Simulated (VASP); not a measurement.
# Al: single point with PBE+D3(BJ)

The system is Al.

```
CELL_PARAMETERS angstrom
2.81442 0.00000 0.00000
-1.40721 2.43736 0.00000
0.00000 0.00000 9.24105
ATOMIC_POSITIONS crystal
Al 0.91492 0.93772 0.00000
Al 0.33333 0.66667 0.25000
Al 0.08508 0.06228 0.50000
Al 0.66667 0.33333 0.75000
```

This cell differs from its parent crystal: atoms displaced along several vibrational modes.

```yaml
Program: VASP 6.6.1
Task: single point
Functional: PBE
Dispersion: D3(BJ)
Potentials_or_basis: VASP PAW PBE potentials, release 64 (Al)
Cutoff: 520 eV
k_mesh: 18 × 18 × 4
Occupations: gaussian, width 0.15 eV
Spin: no spin polarisation
Dipole_correction: no
Further_INCAR_settings: ALGO = Fast; EDIFF = 1e-07; NBANDS = 14
```

* Pressure: 0.4 GPa
* Largest force: 0.179 eV/Å
* Band gap on the k mesh: zero (bands 6 and 7 overlap by 5.53 eV)
* Dispersion energy per atom: -0.351 eV

Forces in eV/Å, atoms in the order of the input:
```
Al   0.126  0.126 -0.013
Al  -0.064  0.000  0.013
Al  -0.126 -0.126 -0.013
Al   0.064  0.000  0.013
```

Stress tensor (GPa, compression positive):
```
 0.00 -0.01  0.00
-0.01  0.00  0.00
 0.00  0.00  1.24
```

Levels at points of the mesh, in eV from the Fermi level:
```tsv
k point	band 2	band 3	band 4	band 5	band 6	band 7	band 8	band 9	band 10	band 11
(0.00, 0.00, 0.00)	-9.66	-9.66	-4.76	-4.47	3.44	3.45	11.12	11.20	11.22	11.30
(0.50, 0.00, 0.00)	-5.28	-3.96	-3.92	-3.36	-3.31	0.93	1.21	1.44	1.67	5.88
(0.00, 0.50, 0.00)	-5.27	-3.97	-3.93	-3.34	-3.29	0.88	1.24	1.41	1.69	5.89
(0.50, 0.50, 0.00)	-5.27	-3.99	-3.94	-3.33	-3.27	0.84	1.27	1.38	1.72	5.89
(0.00, 0.00, 0.50)	-10.95	-7.54	-7.54	-0.93	-0.93	8.36	8.36	11.45	11.45	11.53
(0.50, 0.00, 0.50)	-4.93	-4.87	-4.87	-1.93	-1.93	-1.13	-1.13	4.61	4.61	4.83
(0.00, 0.50, 0.50)	-4.93	-4.86	-4.86	-1.91	-1.91	-1.15	-1.15	4.61	4.61	4.81
(0.50, 0.50, 0.50)	-4.94	-4.86	-4.86	-1.88	-1.88	-1.18	-1.18	4.63	4.63	4.79
```

It took 2.5 min on 1 thread of Intel(R) Xeon(R) 6975P-C (Granite Rapids), with other jobs on the host, peak memory 0.43 GiB.

Caveat: the cell differs from its parent crystal (atoms displaced along several vibrational modes).
